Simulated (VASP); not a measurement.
# Ge (Fd-3m) in VASP: notebook, part 2 of 2

VASP 6.6.1.

**5. Electric field gradients, PBE, non-collinear spin, zero start, spin-orbit coupling**

INCAR

```
PREC = Accurate ; ENCUT = 520
EDIFF = 1E-8 ; ISMEAR = -1
SIGMA = 0.05 ; LREAL = False
LASPH = True ; NELM = 150
ALGO = Normal ; ISIF = 2
LWAVE = False ; LCHARG = False
LNONCOLLINEAR = True ; MAGMOM = 0 0 0 0 0 0
LORBIT = 11 ; LSORBIT = True
GGA_COMPAT = False ; LORBMOM = True
GGA = PE ; LEFG = True
NBANDS = 40 ; LUSENCCL = False
```

KPOINTS

```
Automatic mesh
0
Gamma
  11 11 11
```

POSCAR

```
Ge
1.0
    0.0000000000      2.8374271074      2.8374271074
    2.8374271074      0.0000000000      2.8374271074
    2.8374271074      2.8374271074      0.0000000000
Ge
2
Direct
    0.0000000000      0.0000000000      0.0000000000
    0.2500000000      0.2500000000      0.2500000000
```

Potentials or basis: VASP PAW PBE potentials, release 64 (Ge_d).

Started as:

```console
$ cat potpaw_PBE.64/Ge_d/POTCAR > POTCAR
$ mpirun -np 1 vasp_ncl > vasp.out
```

OUTCAR:

```text
PREC = Accurate
   ENCUT = 520
   EDIFF = 1E-8
   ISMEAR = -1
   LREAL = False
   LASPH = True
   NELM = 150
   ISIF = 2
   LNONCOLLINEAR = True
   LORBIT = 11
   LSORBIT = True
   GGA = PE

 ion  position               nearest neighbor table
   1  0.000  0.000  0.000-   2 2.46   2 2.46   2 2.46   2 2.46
   2  0.250  0.250  0.250-   1 2.46   1 2.46   1 2.46   1 2.46

  LATTYP: Found a face centered cubic cell.
 ALAT       =     5.6748542148

  Lattice vectors:

 A1 = (   0.0000000000,   2.8374271074,   2.8374271074)
 A2 = (   2.8374271074,   0.0000000000,   2.8374271074)
 A3 = (   2.8374271074,   2.8374271074,   0.0000000000)

Analysis of symmetry for initial positions (statically):
=====================================================================
 Subroutine PRICEL returns:
 Original cell was already a primitive cell.

 Routine SETGRP: Setting up the symmetry group for a
 face centered cubic supercell.

 Subroutine GETGRP returns: Found 48 space group operations
 (whereof 24 operations were pure point group operations)
 out of a pool of 48 trial point group operations.
[... 1329 lines left out ...]
     0.0000000     0.0000000     0.0000000     0.0000000     0.0000000     0.0000000     0.0000000
     0.0000000     0.0000000     0.0000000     0.0000000     0.0000000     0.0000000     0.0000000
     0.0000000     0.0000000     0.0000000     0.0000000     0.0000000     0.0000000     0.0000000
     0.0000000     0.0000000     0.0000000     0.0000000     0.0000000     0.0000000     0.0000000
     0.0000000     0.0000000     0.0000000     0.0000000     0.0000000     0.0000000     0.0000000
     0.0000000     0.0000000     0.0000000     0.0000000     0.0000000     0.0000000     0.0000000

 Ion:    2  E_soc:     -0.0183357
 l=   1
     0.0000000    -0.0021060    -0.0021060
    -0.0021060     0.0000000    -0.0021060
    -0.0021060    -0.0021060     0.0000000
 l=   2
     0.0000000    -0.0001898     0.0000000    -0.0001898    -0.0007601
    -0.0001898     0.0000000    -0.0005701    -0.0001898    -0.0001900
     0.0000000    -0.0005701     0.0000000    -0.0005701     0.0000000
    -0.0001898    -0.0001898    -0.0005701     0.0000000    -0.0001900
    -0.0007601    -0.0001900     0.0000000    -0.0001900     0.0000000
 l=   3
     0.0000000     0.0000000     0.0000000     0.0000000     0.0000000     0.0000000     0.0000000
     0.0000000     0.0000000     0.0000000     0.0000000     0.0000000     0.0000000     0.0000000
     0.0000000     0.0000000     0.0000000     0.0000000     0.0000000     0.0000000     0.0000000
     0.0000000     0.0000000     0.0000000     0.0000000     0.0000000     0.0000000     0.0000000
     0.0000000     0.0000000     0.0000000     0.0000000     0.0000000     0.0000000     0.0000000
     0.0000000     0.0000000     0.0000000     0.0000000     0.0000000     0.0000000     0.0000000
     0.0000000     0.0000000     0.0000000     0.0000000     0.0000000     0.0000000     0.0000000

 total charge

# of ion       s       p       d       tot
------------------------------------------
    1        1.131   1.255  10.022  12.408
    2        1.131   1.255  10.022  12.408
--------------------------------------------------
tot          2.262   2.510  20.045  24.816

 magnetization (x)

# of ion       s       p       d       tot
------------------------------------------
    1       -0.000  -0.000  -0.000  -0.000
    2        0.000  -0.000  -0.000  -0.000
--------------------------------------------------
tot         -0.000  -0.000  -0.000  -0.000

 magnetization (y)

# of ion       s       p       d       tot
------------------------------------------
    1       -0.000  -0.000  -0.000  -0.000
    2       -0.000   0.000  -0.000  -0.000
--------------------------------------------------
tot         -0.000   0.000  -0.000  -0.000

 magnetization (z)

# of ion       s       p       d       tot
------------------------------------------
    1       -0.000   0.000  -0.000   0.000
    2       -0.000   0.000  -0.000   0.000
--------------------------------------------------
tot         -0.000   0.000  -0.000   0.000
```

stdout:

```text
Offloading initialized ...    1 GPUs detected
 POSCAR found type information on POSCAR Ge
 POSCAR found :  1 types and       2 ions
 scaLAPACK will be used selectively (only on CPU)
 LDA part: xc-table for (Slater+PW92), standard interpolation
 POSCAR, INCAR and KPOINTS ok, starting setup
 FFT: planning ... GRIDC
 FFT: planning ... GRID_SOFT
 FFT: planning ... GRID
 WAVECAR not read
 entering main loop
ion   1

ion   2
```

Wall time 3.7 min (1 × NVIDIA H100 80GB with 1 thread of AMD EPYC 7R13 (Zen 3), shared host); peak memory 1.4 GiB.

What came out:

```yaml
Free_energy: -9.0349 eV
Pressure: 2.9 GPa
Net_moment: 0.00 μB per cell
Valence_electrons_inside_the_program's_atomic_spheres: Ge 12.41
```

Moments on the atoms (μB; x, y, z):
```
Ge  0.00 0.00 0.00
Ge  0.00 0.00 0.00
```

Caveat: without QUAD_EFG the Cq values of the log hold for a quadrupole moment of 1 mb, not for the nuclei.

**6. Summary**

| level | potentials or basis | spin | gap on the mesh (eV) | pressure (GPa) |
| --- | --- | --- | --- | --- |
| LDA | VASP PAW LDA potentials, release 64 (Ge_d) | off | none | -1.8 |
| PBEsol | VASP PAW PBE potentials, release 64 (Ge_d) | off | none | 0.0 |
| PBE | VASP PAW PBE potentials, release 64 (Ge_d) | off | none | 2.9 |
| PBE | VASP PAW PBE potentials, release 64 (Ge_d) | non-collinear, zero start, SOC | - | 2.9 |

Alike in all rows: task electric field gradients; cell as given; k mesh 11 × 11 × 11; cutoff (eV) 520; smearing fermi-dirac 0.05 eV.

Caveats: the PAW data sets were made with another functional, which shifts forces and pressure a little (some runs).

Total energies depend on the potentials used, so only differences within one code and one set of settings carry meaning.
